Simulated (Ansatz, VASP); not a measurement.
**Two plane-wave programs on InP**

```
In P
1.0
     3.85329    0.00000    0.00000
    -1.92664    3.33704    0.00000
     0.00000    0.00000    6.55344
In P
2 2
Direct
  0.00000 0.00000 0.00000
  0.00000 0.00000 0.50000
  0.33333 0.66667 0.25000
  0.66667 0.33333 0.75000
```

Alike in both runs: task single point; functional r2SCAN; k mesh 12 × 12 × 4; occupations fermi-dirac, width 0.02 eV; no spin polarisation.

```csv
,VASP,Ansatz
version,VASP 6.6.1,Ansatz 0.2.0
potentials or method,"VASP PAW PBE potentials, release 64 (In_d, P)","plane waves, PAW"
plane-wave cutoff (eV),520,500
valence electrons in the cell,36,36
```

```tsv
	VASP	Ansatz	Ansatz less VASP
pressure (GPa)	0.0	0.0	-0.05
```

VASP's potentials were made for PBE, not for r2SCAN. With one functional, cell and mesh, what is left measures potentials, basis and numerics.
